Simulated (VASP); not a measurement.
Wanted: the native input for a VASP 6.6.1 run.

| Quantity | Value |
| --- | --- |
| Task | single point |
| Functional | PBEsol |
| Potentials or basis | VASP PAW PBE potentials, release 64 (Ca_sv) |
| Cutoff | 520 eV |
| k mesh | 13 × 13 × 13 |
| Occupations | fermi-dirac, width 0.1 eV |
| Spin | no spin polarisation |
| Dipole correction | no |
| Further INCAR settings | ALGO = Normal; EDIFF = 1e-07; NBANDS = 11 |

The structure of Ca lies in POSCAR:

```
Ca
1.0
    2.6150000000      0.0000000000      0.0000000000
    0.0000000000      2.6150000000      0.0000000000
    0.0000000000      0.0000000000      2.6150000000
Ca
1
Direct
    0.0000000000      0.0000000000      0.0000000000
```

One way to write it, as run:

INCAR

```
SYSTEM = Ca
PREC = Accurate
ENCUT = 520
EDIFF = 1E-7
ISMEAR = -1
SIGMA = 0.1
LREAL = .FALSE.
LASPH = .TRUE.
NELM = 60
ALGO = Normal
ISIF = 2
LWAVE = .FALSE.
LCHARG = .TRUE.
GGA = PS
LELF = .TRUE.
LVHAR = .TRUE.
NBANDS = 11
```

KPOINTS

```
Automatic mesh
0
G
  13 13 13
  0 0 0
```

Potentials or basis: VASP PAW PBE potentials, release 64 (Ca_sv).

The run is started by

```sh
$ cat potpaw_PBE.64/Ca_sv/POTCAR > POTCAR
$ mpirun -np 1 vasp_std > vasp.out
```

Results of the run:

| Property | Result |
| --- | --- |
| Pressure | 38.7 GPa |
| Band gap on the k mesh | zero (band 5 reaches 6.52 eV, above the bottom of band 6 at 5.92 eV) |

Caveat: the PAW data sets were made with another functional, which shifts forces and pressure a little.

Wall time 7.8 s on 1 thread of Intel(R) Xeon(R) Platinum 8488C (Sapphire Rapids) (shared host), peak memory 0.13 GiB.
